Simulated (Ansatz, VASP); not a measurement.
**Two plane-wave programs on AlN**

```
CELL_PARAMETERS angstrom
-1.56512 -2.71087 5.01798
1.56512 -2.71087 0.00000
7.82560 0.00000 7.52697
ATOMIC_POSITIONS crystal
Al 0.61891 0.95008 0.09812
Al 0.49391 0.07508 0.84812
Al 0.24391 0.32508 0.34812
Al 0.86891 0.70008 0.59812
Al 0.80641 0.09591 0.30645
Al 0.18141 0.72091 0.05645
Al 0.43141 0.47091 0.55645
Al 0.05641 0.84591 0.80645
N 0.85737 0.71161 0.19350
N 0.73237 0.83661 0.94350
N 0.48237 0.08661 0.44350
N 0.10737 0.46161 0.69350
N 0.04487 0.85745 0.40183
N 0.41987 0.48245 0.15183
N 0.66987 0.23245 0.65183
N 0.29487 0.60745 0.90183
```

Alike in both runs: task single point; functional PBE; k mesh 4 × 8 × 3; occupations gaussian, width 0.05 eV; no spin polarisation.

|  | VASP | Ansatz |
| --- | --- | --- |
| version | VASP 6.6.1 | Ansatz 0.2.0 |
| potentials or method | VASP PAW PBE potentials, release 64 (Al, N), cutoff 520 eV | scalar-relativistic, plane waves, PAW |
| valence electrons in the cell | 64 | 64 |

|  | VASP | Ansatz | Ansatz less VASP |
| --- | --- | --- | --- |
| gap on the k mesh at the Fermi level (eV) | 0.18 | 0.19 | +0.005 |
| least direct gap on the mesh (eV) | 0.20 | 0.20 | +0.004 |
| pressure (GPa) | 6.5 | 6.7 | +0.20 |
| traceless stress, the component that is largest in VASP (GPa) | 7.56 | 7.50 | -0.056 |
| rms of the force components (eV/Å) | 1.712 | 1.705 | -0.0063 |

Atom by atom the forces differ by 0.012 eV/Å (rms over components). The functional is the same, so the differences come from potentials, cutoffs and numerics.
